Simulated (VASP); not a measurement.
The system is N.

```
N
1.0
     5.71138    0.00000    0.00000
     0.00000    5.71138    0.00000
     0.00000    0.00000    5.71138
N
8
Direct
  0.05525 0.05525 0.05525
  0.44475 0.94475 0.55525
  0.55525 0.44475 0.94475
  0.94475 0.55525 0.44475
  0.94475 0.94475 0.94475
  0.55525 0.05525 0.44475
  0.44475 0.55525 0.05525
  0.05525 0.44475 0.55525
```

* Program: VASP 6.6.1
* Task: relaxation of cell and atoms
* Functional: r2SCAN
* Potentials or basis: VASP PAW PBE potentials, release 64 (N)
* Cutoff: 600 eV
* k mesh: 4 × 4 × 4
* Occupations: gaussian, width 0.02 eV
* Spin: no spin polarisation

At the start: pressure 2.6 GPa; volume 23.29 Å³/atom.

Question: Where does the relaxation end?

Answer: Over 11 steps the energy falls by 7.0 meV/atom and the volume is 22.75 Å³/atom (-2.3 %); space group Pa-3 (No. 205, to 0.05 Å).

Step by step:
| step | energy change (eV) | largest force (eV/Å) | pressure (GPa) | volume (Å³) |
| --- | --- | --- | --- | --- |
| 1 | 0.0000 | 2.1555 | 2.59 | 186.30 |
| 2 | 9.0015 | 15.6571 | -22.58 | 196.65 |
| 3 | -0.0473 | 0.7314 | -1.01 | 186.93 |
| 4 | -0.0539 | 0.1706 | -0.30 | 186.77 |
| 5 | -0.0543 | 0.0045 | -0.09 | 186.72 |
| 6 | -0.0543 | 0.0250 | -0.05 | 186.72 |
| 7 | -0.0545 | 0.0241 | -0.05 | 186.49 |
| 8 | -0.0546 | 0.0223 | -0.05 | 186.19 |
| 9 | -0.0549 | 0.0189 | -0.05 | 185.59 |
| 10 | -0.0554 | 0.0129 | -0.05 | 184.40 |
| 11 | -0.0562 | 0.0042 | -0.03 | 182.03 |

Final structure:
```yaml
crystal:
  lattice:
    - [5.66738, 0.00000, 0.00000]
    - [0.00000, 5.66738, 0.00000]
    - [0.00000, 0.00000, 5.66738]
  atoms:
    - { symbol: N, position: [0.05633, 0.05633, 0.05633] }
    - { symbol: N, position: [0.44367, 0.94367, 0.55633] }
    - { symbol: N, position: [0.55633, 0.44367, 0.94367] }
    - { symbol: N, position: [0.94367, 0.55633, 0.44367] }
    - { symbol: N, position: [0.94367, 0.94367, 0.94367] }
    - { symbol: N, position: [0.55633, 0.05633, 0.44367] }
    - { symbol: N, position: [0.44367, 0.55633, 0.05633] }
    - { symbol: N, position: [0.05633, 0.44367, 0.55633] }
```

Caveat: the standard files for N, O and F lose accuracy on very short bonds; the PAW data sets were made with another functional, which shifts forces and pressure a little.
